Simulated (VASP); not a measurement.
Crystal: Rh.

```
CELL_PARAMETERS angstrom
0.00000 1.86576 1.86576
1.86576 0.00000 1.86576
1.86576 1.86576 0.00000
ATOMIC_POSITIONS crystal
Rh 0.00000 0.00000 0.00000
```

Base run:

| Item | Value |
| --- | --- |
| Program | VASP 6.6.1 |
| Functional | LDA |
| Potentials or basis | VASP PAW LDA potentials, release 64 (Rh_sv_GW) |
| Cutoff | 530 eV |
| k mesh | 9 × 9 × 9 |
| Occupations | gaussian, width 0.1 eV |
| Spin | no spin polarisation |

Its results: pressure 4.0 GPa.

Task: The run is repeated on the same cell with these changes: potentials or basis from VASP PAW LDA potentials, release 64 (Rh_sv_GW) to VASP PAW LDA potentials, release 64 (Rh_pv); cutoff from 530 eV to 520 eV; further incar settings from ALGO = Normal; EDIFF = 1e-06; NBANDS = 14 to ALGO = Normal; EDIFF = 1e-07; NBANDS = 14; valence electrons from 17 to 15. What comes out?

Result: Pressure 7.0 GPa.
